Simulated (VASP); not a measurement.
Set up this calculation in VASP 6.6.1, as the native input.

```
Task                   : relaxation of cell and atoms
Functional             : PBE
Potentials or basis    : VASP PAW PBE potentials, release 64 (Ta_pv, N)
Cutoff                 : 600 eV
k mesh                 : 16 × 16 × 16
Occupations            : fermi-dirac, width 0.1 eV
Spin                   : no spin polarisation
Target pressure        : 440 GPa
Dipole correction      : no
Further INCAR settings : ALGO = Normal; EDIFF = 1e-06; IBRION = 2; EDIFFG = -0.005; NSW = 60; ISIF = 3
```

The structure of TaN (CsCl type) lies in POSCAR:

```
TaN
1.0
    2.3510102655      0.0000000000      0.0000000000
    0.0000000000      2.3510102655      0.0000000000
    0.0000000000      0.0000000000      2.3510102655
Ta N
1 1
Direct
    0.0000000000      0.0000000000      0.0000000000
    0.5000000000      0.5000000000      0.5000000000
```

One way to write it, as run:

INCAR

```
SYSTEM = TaN
ALGO = Normal
EDIFF = 1E-6
EDIFFG = -0.005
ENCUT = 600
GGA = PE
IBRION = 2
ISIF = 3
ISMEAR = -1
LASPH = .TRUE.
LCHARG = .FALSE.
LREAL = .FALSE.
LWAVE = .FALSE.
NELM = 60
NSW = 60
PREC = Accurate
PSTRESS = 4400.0
SIGMA = 0.1
```

KPOINTS

```
k-points
0
G
  16 16 16
  0 0 0
```

Potentials or basis: VASP PAW PBE potentials, release 64 (Ta_pv, N).

Launch:

```bash
$ cat potpaw_PBE.64/Ta_pv/POTCAR potpaw_PBE.64/N/POTCAR > POTCAR
$ mpirun -np 1 vasp_std > vasp.out
```

Results of the run:

| Item | Value |
| --- | --- |
| Relaxed volume | 6.41 Å³/atom |
| Relaxed cell | a = 2.340 Å, b = 2.340 Å, c = 2.340 Å, α = 90.00°, β = 90.00°, γ = 90.00° |
| Space group after relaxing (to 0.05 Å) | Pm-3m (No. 221) |
| Energy change on relaxing (the enthalpy is what falls) | +232.7 meV/atom |
| Ionic steps | 7 |
| Pressure after relaxing | 440.0 GPa |
| Band gap on the k mesh | zero (band 8 reaches 26.99 eV, above the bottom of band 9 at 12.32 eV) |

Caveat: the cell is relaxed towards a set pressure, so the enthalpy falls and the energy may rise; spin-orbit coupling is left out, which moves the levels of the heavy elements.

Wall time 38 s on 1 thread of Intel(R) Xeon(R) 6975P-C (Granite Rapids) (shared host), peak memory 0.17 GiB.
